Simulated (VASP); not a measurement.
Crystal: RbBr.

```
Rb Br
1.0
     0.00000    3.46083    3.35700
     3.46083    0.00000    3.35700
     3.46083    3.46083    0.00000
Rb Br
1 1
Direct
  0.00000 0.00000 0.00000
  0.50000 0.50000 0.50000
```

This cell differs from its parent crystal: uniaxial z strain -3.0%.

Base run:

```yaml
Program: VASP 6.6.1
Functional: PBE
Potentials_or_basis: VASP PAW PBE potentials, release 64 (Rb_sv, Br)
Cutoff: 520 eV
k_mesh: 4 × 4 × 4
Occupations: gaussian, width 0.01 eV
Spin: no spin polarisation
```

Its results: band gap on the k mesh 4.34 eV; pressure 1.1 GPa.

Question: The run is repeated on the same cell with these changes: functional from PBE to r2SCAN; k mesh from 4 × 4 × 4 to 6 × 6 × 6. What comes out?

Answer: Band gap on the k mesh 4.94 eV; pressure 0.6 GPa.

Several settings changed at once.

Caveats: the PAW data sets were made with another functional, which shifts forces and pressure a little (at least some runs).

